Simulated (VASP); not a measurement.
Input of a VASP 6.6.1 run:

File INCAR:

```
SYSTEM = Sc
PREC = Accurate
ENCUT = 520
EDIFF = 1E-6
ISMEAR = 1
SIGMA = 0.1
LREAL = .False.
LASPH = .True.
NELM = 60
ALGO = Normal
ISIF = 2
LWAVE = .False.
LCHARG = .False.
GGA = PS
NBANDS = 30
```

KPOINTS

```
regular mesh
0
Gamma
  6 6 8
  0 0 0
```

POSCAR

```
Sc
1.0
    4.7300000000      0.0000000000      0.0000000000
    0.0000000000      4.7300000000      0.0000000000
    0.0000000000      0.0000000000      3.1800000000
Sc
4
Direct
    0.0000000000      0.0000000000      0.0000000000
    0.5000000000      0.5000000000      0.0000000000
    0.0000000000      0.5000000000      0.6250000000
    0.5000000000      0.0000000000      0.3750000000
```

Potentials or basis: VASP PAW PBE potentials, release 64 (Sc_sv).

Run with:

```console
$ cat potpaw_PBE.64/Sc_sv/POTCAR > POTCAR
$ mpirun -np 1 vasp_std > vasp.out
```

(1) Predict the band gap on the k mesh.

(2) Estimate the largest force.

(3) Predict the pressure.

## Answers

(1) zero (band 22 reaches 6.77 eV, above the bottom of band 23 at 5.52 eV).

(2) 0.835 eV/Å.

(3) 20.9 GPa.

Caveat: the PAW data sets were made with another functional, which shifts forces and pressure a little.
